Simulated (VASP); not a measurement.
Wanted: the native input for a VASP 6.6.1 run.

```yaml
Task: relaxation of cell and atoms
Functional: PBE
Potentials_or_basis: VASP PAW PBE potentials, release 64 (Al, O)
Cutoff: 600 eV
k_mesh: 6 × 6 × 6
Occupations: gaussian, width 0.1 eV
Spin: no spin polarisation
Dipole_correction: no
Further_INCAR_settings: ALGO = Normal; EDIFF = 1e-06; IBRION = 2; EDIFFG = -0.04; NSW = 90; ISIF = 3
```

The structure of AlO3 lies in POSCAR:

```
AlO3
1.0
    2.8480883464      1.6443445735      1.6551972129
   -2.8480883464      1.6443445735      1.6551972129
    0.0000000000     -3.2886891470      1.6551972129
Al O
1 3
Direct
    0.0000000000      0.0000000000      0.0000000000
    0.5000000000      0.0000000000      0.0000000000
    0.0000000000      0.5000000000      0.0000000000
    0.0000000000      0.0000000000      0.5000000000
```

These files were run (other wordings do the same):

INCAR

```
PREC     = Accurate       # precision mode
ENCUT    = 600            # plane-wave cutoff, eV
EDIFF    = 1E-6           # SCF threshold, eV
ISMEAR   = 0              # smearing method
SIGMA    = 0.1            # smearing width, eV
LREAL    = F              # projectors in reciprocal space
LASPH    = T              # aspherical terms in the spheres
NELM     = 80             # most SCF steps
ALGO     = Normal         # electronic algorithm
ISIF     = 3              # what is computed and relaxed
LWAVE    = F              # write WAVECAR
LCHARG   = F              # write CHGCAR
GGA      = PE             # functional
IBRION   = 2              # ionic algorithm
NSW      = 90             # ionic steps
EDIFFG   = -0.04          # ionic threshold
```

KPOINTS

```
regular mesh
0
Gamma
  6 6 6
```

Potentials or basis: VASP PAW PBE potentials, release 64 (Al, O).

Launch:

```bash
$ cat potpaw_PBE.64/Al/POTCAR potpaw_PBE.64/O/POTCAR > POTCAR
$ mpirun -np 1 vasp_std > vasp.out
```

Results of the run:

```
Relaxed volume                         : 11.23 Å³/atom
Relaxed cell                           : a = 3.680 Å, b = 3.680 Å, c = 3.680 Å, α = 103.45°, β = 103.45°, γ = 103.45°
Space group after relaxing (to 0.05 Å) : R-3m (No. 166)
Energy gained by relaxing              : 9.9 meV/atom
Ionic steps                            : 6
Pressure after relaxing                : 0.0 GPa
```

Caveat: an odd number of electrons without spin polarisation forces a metal; a magnetic or distorted state may lie lower.

Wall time 53 s on 1 thread of Intel(R) Xeon(R) Platinum 8488C (Sapphire Rapids), with other jobs on the host, peak memory 0.16 GiB.
